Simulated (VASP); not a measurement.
# Cs (I4/mmm) in VASP: further runs

Runs on Cs. Level: PBE. Tasks: single point.

Program: VASP 6.6.1. These are calculated values, not measurements. Logs are shortened: lines on timing, memory, paths and dates and some standing lists are left out, and cuts for length are marked.

### Step 1. The cell of the first run

The structure is tetragonal, space group I4/mmm (No. 139). Conventional cell: a = 6.786 Å, b = 6.786 Å, c = 4.797 Å, α = 90.00°, β = 90.00°, γ = 90.00°.

### Step 2. Single point, PBE

Input file INCAR:

```
ALGO = Fast
EDIFF = 1E-6
ENCUT = 520
GGA = PE
ISIF = 2
ISMEAR = 0
LASPH = T
LCHARG = F
LREAL = F
LWAVE = F
NBANDS = 10
NELM = 80
PREC = Accurate
SIGMA = 0.15
```

Input file KPOINTS:

```
k-points
0
Gamma
  12 12 12
```

Input file POSCAR:

```
Cs
1.0
   -3.3928123341      3.3928123341      2.3987183202
    3.3928123341     -3.3928123341      2.3987183202
    3.3928123341      3.3928123341     -2.3987183202
Cs
1
Direct
    0.0000000000      0.0000000000      0.0000000000
```

Potentials or basis: VASP PAW PBE potentials, release 64 (Cs_sv).

The run is started by

```console
$ cat potpaw_PBE.64/Cs_sv/POTCAR > POTCAR
$ mpirun -np 1 vasp_std > vasp.out
```

OUTCAR:

```text
EDIFF = 1E-6
   ENCUT = 520
   GGA = PE
   ISIF = 2
   ISMEAR = 0
   LASPH = T
   LREAL = F
   NELM = 80
   PREC = Accurate

 ion  position               nearest neighbor table
   1  0.000  0.000  0.000-

  LATTYP: Found a body centered tetragonal cell.
 ALAT       =     6.7856246682
 C/A-ratio  =     0.7070000000

  Lattice vectors:

 A1 = (  -3.3928123341,   3.3928123341,   2.3987183202)
 A2 = (   3.3928123341,  -3.3928123341,   2.3987183202)
 A3 = (   3.3928123341,   3.3928123341,  -2.3987183202)

Analysis of symmetry for initial positions (statically):
=====================================================================
 Subroutine PRICEL returns:
 Original cell was already a primitive cell.

 Routine SETGRP: Setting up the symmetry group for a
 body centered tetragonal supercell.

 Subroutine GETGRP returns: Found 16 space group operations
 (whereof 16 operations were pure point group operations)
 out of a pool of 16 trial point group operations.

The static configuration has the point symmetry D_4h.

Analysis of symmetry for dynamics (positions and initial velocities):
=====================================================================
 Subroutine PRICEL returns:
 Original cell was already a primitive cell.

 Routine SETGRP: Setting up the symmetry group for a
 body centered tetragonal supercell.

 Subroutine GETGRP returns: Found 16 space group operations
 (whereof 16 operations were pure point group operations)
 out of a pool of 16 trial point group operations.

The dynamic configuration has the point symmetry D_4h.

 Subroutine INISYM returns: Found 16 space group operations
 (whereof 16 operations are pure point group operations),
 and found     1 'primitive' translations

----------------------------------------------------------------------------------------

                                     Primitive cell

  volume of cell :     110.4483

  direct lattice vectors                    reciprocal lattice vectors
    -3.392812334  3.392812334  2.398718320     0.000000000  0.147370367  0.208444650
     3.392812334 -3.392812334  2.398718320     0.147370367  0.000000000  0.208444650
     3.392812334  3.392812334 -2.398718320     0.147370367  0.147370367  0.000000000

  length of vectors
     5.364345314  5.364345314  5.364345314     0.255278666  0.255278666  0.208413172

  position of ions in fractional coordinates (direct lattice)
     0.000000000  0.000000000  0.000000000

  ion indices of the primitive-cell ions
   primitive index   ion index
                 1           1

----------------------------------------------------------------------------------------

 KPOINTS: k-points

Automatic generation of k-mesh.
 Grid dimensions read from file:
 generate k-points for:   12   12   12

 Generating k-lattice:

  Cartesian coordinates                     Fractional coordinates (reciprocal lattice)
     0.000000000  0.012280864  0.017370387     0.083333333  0.000000000 -0.000000000
     0.012280864  0.000000000  0.017370387     0.000000000  0.083333333 -0.000000000
     0.012280864  0.012280864  0.000000000     0.000000000  0.000000000  0.083333333

  Length of vectors
     0.021273222  0.021273222  0.017367764

  Shift w.r.t. Gamma in fractional coordinates (k-lattice)
     0.000000000  0.000000000  0.000000000

 Subroutine IBZKPT returns following result:
 ===========================================

 Found    163 irreducible k-points:

 Following reciprocal coordinates:
            Coordinates               Weight
  0.000000  0.000000  0.000000      1.000000
  0.083333 -0.000000  0.000000      8.000000
  0.166667  0.000000  0.000000      8.000000
  0.250000 -0.000000  0.000000      8.000000
  0.333333  0.000000 -0.000000      8.000000
  0.416667  0.000000  0.000000      8.000000
[... 16 lines left out ...]
  0.500000  0.166667  0.000000     16.000000
 -0.416667  0.166667  0.000000     16.000000
 [... further k-points ...]
   k-points           NKPTS =    163   k-points in BZ     NKDIM =    163   number of bands    NBANDS=     10
   number of dos      NEDOS =    301   number of ions     NIONS =      1
   total plane-waves  NPLWV =  64000
   dimension x,y,z NGX =    40 NGY =   40 NGZ =   40
   dimension x,y,z NGXF=    80 NGYF=   80 NGZF=   80
   ions per type =               1
   NGX,Y,Z   is equivalent  to a cutoff of  12.40, 12.40, 12.40 a.u.
   NGXF,Y,Z  is equivalent  to a cutoff of  24.79, 24.79, 24.79 a.u.
 SYSTEM =  unknown system
   PREC   = accura    normal or accurate (medium, high low for compatibility)
   ISTART =      0    job   : 0-new  1-cont  2-samecut
   ICHARG =      2    charge: 1-file 2-atom 10-const
   ISPIN  =      1    spin polarized calculation?
   LNONCOLLINEAR =      F non collinear calculations
   LSORBIT =      F    spin-orbit coupling
   LASPH  =      T    aspherical Exc in radial PAW
   ENCUT  =  520.0 eV  38.22 Ry    6.18 a.u.   9.97  9.97  9.97*2*pi/ulx,y,z
   NELM   =     80;   NELMIN=  2; NELMDL= -5     # of ELM steps
   EDIFF  = 0.1E-05   stopping-criterion for ELM
   LREAL  =      F    real-space projection
   EDIFFG = 0.1E-04   stopping-criterion for IOM
   NSW    =      0    number of steps for IOM
   IBRION =     -1    ionic relax: 0-MD 1-quasi-New 2-CG
   NFREE  =      0    steps in history (QN), initial steepest desc. (CG)
   ISIF   =      2    stress and relaxation
   ISYM   =      2    0-nonsym 1-usesym 2-fastsym
   POTIM  = 0.5000    time-step for ionic-motion
   TEBEG  =    0.0;   TEEND  =   0.0 temperature during run
   PSTRESS=    0.0 pullay stress
   NELECT =       9.0000    total number of electrons
   NUPDOWN=      -1.0000    fix difference up-down
   EMIN   =  10.00;   EMAX   =-10.00  energy-range for DOS
   EFERMI =   0.00;   METHOD = LEGACY
   ISMEAR =     0;   SIGMA  =   0.15  broadening in eV -4-tet -1-fermi 0-gaus
   EFERMI_NEDOS =   21; number of points for ismear=-14 and -15
   IALGO  =     68    algorithm
   IMIX   =      4    mixing-type and parameters
     AMIX     =   0.40;   BMIX     =  1.00
     AMIX_MAG =   1.60;   BMIX_MAG =  1.00
  volume/ion in A,a.u.               =     110.45       745.34
  Fermi-wavevector in a.u.,A,eV,Ry     =   0.709746  1.341225  6.853782  0.503739
  Thomas-Fermi vector in A             =   1.796409
   LORBIT       =      0    0 simple, 1 ext, 2 COOP (PROOUT), +10 PAW based schemes
   GGA     = PE    functional components
   LHFCALC =     F    Hartree Fock is set to
   AEXX    =    0.0000 exact exchange contribution
   IVDW    =     0    specifies the selected vdW correction
   LEPSILON=     F    determine dielectric tensor
   LRPA    =     F    only Hartree local field effects (RPA)
 non-spin polarized calculation
 RMM-DIIS sequential band-by-band and
 Gauss-broadening in eV      SIGMA  =   0.15
  energy-cutoff  :      520.00
  volume of cell :      110.45
 maximum number of plane-waves:      3016
   NGX = 19   NGY = 19   NGZ = 19

 number of electron       9.0000000 magnetization

 Free energy of the ion-electron system (eV)
  ---------------------------------------------------
  ext. energy  EPLUGINS =         0.00000000
  ---------------------------------------------------
  free energy    TOTEN  =        -0.81605804 eV

  energy without entropy =       -0.80337173  energy(sigma->0) =       -0.80971489

 E-fermi :   0.5799     XC(G=0):  -5.5029

 val. band max:        0.5666299418   @ k =   0.5000   0.5000   0.1667
 cond. band min:       0.5893264576   @ k =   0.4167   0.0000   0.0000
 fundamental gap:      0.0226965158
 Fermi energy:         0.5799404878

 k-point     1 :       0.0000    0.0000    0.0000
  band No.  band energies     occupation
      1     -23.3206      2.00000
      2     -10.0638      2.00000
      3     -10.0638      2.00000
      4     -10.0078      2.00000
      5      -1.1516      2.00000
      6       2.2097      0.00000
      7       2.7986      0.00000
      8       4.0004      0.00000
      9       4.0004      0.00000
     10       4.7235      0.00000

 k-point     2 :       0.0833   -0.0000    0.0000
  band No.  band energies     occupation
      1     -23.3194      2.00000
      2     -10.0667      2.00000
      3     -10.0658      2.00000
      4     -10.0258      2.00000
      5      -1.0543      2.00000
      6       2.2425      0.00000
      7       2.8517      0.00000
      8       3.7704      0.00000
      9       3.7908      0.00000
     10       4.5898      0.00000

 k-point     3 :       0.1667    0.0000    0.0000
  band No.  band energies     occupation
      1     -23.3164      2.00000
      2     -10.0882      2.00000
      3     -10.0713      2.00000
      4     -10.0603      2.00000
      5      -0.7744      2.00000
      6       2.2870      0.00000
      7       2.8539      0.00000
      8       3.5107      0.00000
      9       3.5264      0.00000
     10       4.3700      0.00000

 k-point     4 :       0.2500   -0.0000    0.0000
  band No.  band energies     occupation
      1     -23.3121      2.00000
      2     -10.1514      2.00000
      3     -10.0787      2.00000
      4     -10.0716      2.00000
      5      -0.3499      2.00000
      6       2.2071      0.00000
      7       2.5413      0.00000
      8       3.5307      0.00000
      9       3.7751      0.00000
     10       4.1474      0.00000
[... 222 lines left out ...]
 k-point    22 :       0.4167    0.1667    0.0000
  band No.  band energies     occupation
      1     -23.3042      2.00000
      2     -10.2632      2.00000
      3     -10.1081      2.00000
      4     -10.0854      2.00000
      5       0.9415      0.00065
      6       1.6797      0.00000
      7       2.0220      0.00000
      8       3.4600      0.00000
      9       4.2131      0.00000
     10       4.9895      0.00000

 k-point    23 :       0.5000    0.1667    0.0000
  band No.  band energies     occupation
      1     -23.3066      2.00000
      2     -10.2224      2.00000
      3     -10.1157      2.00000
      4     -10.0793      2.00000
      5       0.6277      0.65266
      6       1.8344      0.00000
      7       2.0625      0.00000
      8       3.5147      0.00000
      9       4.0983      0.00000
     10       4.8228      0.00000

 k-point    24 :      -0.4167    0.1667    0.0000
  band No.  band energies     occupation
      1     -23.3103      2.00000
      2     -10.1681      2.00000
      3     -10.1117      2.00000
      4     -10.0715      2.00000
      5       0.1507      1.99995
      6       1.8688      0.00000
      7       2.3648      0.00000
      8       3.6501      0.00000
      9       3.7386      0.00000
     10       4.5615      0.00000

 [... further k-points ...]

------------------------ aborting loop because EDIFF is reached ----------------------------------------

  FORCE on cell =-STRESS in cart. coord.  units (eV):
  Direction    XX          YY          ZZ          XY          YZ          ZX
  --------------------------------------------------------------------------------------
  -------------------------------------------------------------------------------------
  Total       -0.0279533     -0.0279533      0.4650555      0.0000000      0.0000000     -0.0000000
  in kB       -0.4054949     -0.4054949      6.7461564      0.0000000      0.0000000     -0.0000000
  external PRESSURE =       1.9783889 kB  Pullay stress =       0.0000000 kB

 VOLUME and BASIS-vectors are now :
 -----------------------------------------------------------------------------
  energy-cutoff  :      520.00
  volume of cell :      110.45
      direct lattice vectors                 reciprocal lattice vectors
    -3.392812334  3.392812334  2.398718320     0.000000000  0.147370367  0.208444650
     3.392812334 -3.392812334  2.398718320     0.147370367  0.000000000  0.208444650
     3.392812334  3.392812334 -2.398718320     0.147370367  0.147370367  0.000000000

 POSITION                                       TOTAL-FORCE (eV/Angst)
 -----------------------------------------------------------------------------------
      0.00000      0.00000      0.00000         0.000000      0.000000     -0.000000
 -----------------------------------------------------------------------------------
    total drift:                               -0.000000     -0.000000      0.000000

  FREE ENERGIE OF THE ION-ELECTRON SYSTEM (eV)
  ---------------------------------------------------
  free  energy   TOTEN  =        -0.8160580390 eV

  energy  without entropy=       -0.8033717344  energy(sigma->0) =       -0.80971489
```

It took 63 s on 1 thread of AMD EPYC 9R45 (Zen 5), shared host; peak memory 0.31 GiB.

What came out:

| Property | Result |
| --- | --- |
| Free energy | -0.8161 eV |
| Pressure | 0.2 GPa |

Levels at points of the mesh, in eV from the Fermi level:
| k point | band 3 | band 4 | band 5 | band 6 | band 7 | band 8 |
| --- | --- | --- | --- | --- | --- | --- |
| (0.00, 0.00, 0.00) | -10.64 | -10.59 | -1.73 | 1.63 | 2.22 | 3.42 |
| (0.50, 0.00, 0.00) | -10.67 | -10.66 | 0.20 | 1.24 | 1.34 | 3.13 |
| (0.50, 0.50, 0.00) | -10.63 | -10.61 | -0.28 | 0.47 | 2.22 | 3.02 |
| (0.50, 0.50, 0.50) | -10.76 | -10.63 | 0.34 | 0.73 | 2.22 | 2.22 |

Caveat: spin-orbit coupling is left out, which moves the levels of the heavy elements.

### Step 3. Single point, PBE

Input file INCAR:

```
PREC = Accurate ; ENCUT = 520
EDIFF = 1E-7 ; ISMEAR = 0
SIGMA = 0.15 ; LREAL = False
LASPH = True ; NELM = 60
ALGO = Fast ; ISIF = 2
LWAVE = False ; LCHARG = True
GGA = PE ; LELF = True
LVHAR = True ; NBANDS = 10
```

Input file KPOINTS:

```
Automatic mesh
0
Gamma
  12 12 12
```

Input file POSCAR:

```
Cs
1.0
   -3.1907540878      3.1907540878      2.7121409746
    3.1907540878     -3.1907540878      2.7121409746
    3.1907540878      3.1907540878     -2.7121409746
Cs
1
Direct
    0.0000000000      0.0000000000      0.0000000000
```

Potentials or basis: VASP PAW PBE potentials, release 64 (Cs_sv).

The run is started by

```console
$ cat potpaw_PBE.64/Cs_sv/POTCAR > POTCAR
$ mpirun -np 1 vasp_std > vasp.out
```

Run time: 1.7 min. Hardware: 1 thread of AMD EPYC 9R45 (Zen 5), shared host; peak memory 0.31 GiB.

The run converged. Its results:

- Free energy: -0.8501 eV
- Pressure: 0.1 GPa

Stress tensor (GPa, compression positive):
```
0.07 0.00 0.00
0.00 0.07 0.00
0.00 0.00 0.25
```

Levels at points of the mesh, in eV from the Fermi level:
| k point | band 2 | band 3 | band 4 | band 5 | band 6 | band 7 | band 8 | band 9 |
| --- | --- | --- | --- | --- | --- | --- | --- | --- |
| (0.00, 0.00, 0.00) | -10.58 | -10.58 | -10.57 | -1.72 | 2.08 | 2.84 | 2.84 | 2.86 |
| (0.50, 0.00, 0.00) | -10.74 | -10.63 | -10.59 | 0.09 | 1.07 | 1.43 | 3.26 | 4.32 |
| (0.50, 0.50, 0.00) | -10.73 | -10.61 | -10.57 | -0.11 | 0.70 | 2.21 | 2.77 | 3.53 |
| (0.50, 0.50, 0.50) | -10.70 | -10.70 | -10.65 | 0.48 | 0.73 | 2.69 | 2.69 | 4.08 |

Caveat: spin-orbit coupling is left out, which moves the levels of the heavy elements.
